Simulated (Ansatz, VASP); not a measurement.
## One calculation of Ti, two programs

```
Ti
1.0
     0.00000    2.08721    1.92024
     2.08721    0.00000    1.92024
     2.08721    2.08721    0.00000
Ti
1
Cartesian
  0.0000 0.0000 0.0000
```

Alike in both runs: task single point; functional LDA; k mesh 22 × 22 × 22; occupations gaussian, width 0.15 eV; no spin polarisation.

```csv
,VASP,Ansatz
version,VASP 6.6.1,Ansatz 0.2.0
potentials or method,"VASP PAW LDA potentials, release 64 (Ti_sv), cutoff 520 eV","scalar-relativistic, plane waves, PAW"
valence electrons in the cell,12,12
```

```csv
,VASP,Ansatz,Ansatz less VASP
gap on the k mesh at the Fermi level (eV),none,none,-
pressure (GPa),-5.1,-4.9,+0.15
"traceless stress, the component that is largest in VASP (GPa)",1.61,1.61,0.000
```

LDA's correlation is that of Perdew and Zunger in VASP and of Perdew and Wang (1992) in Ansatz. A gap of «none» marks a metal or a gap that the smearing closes.
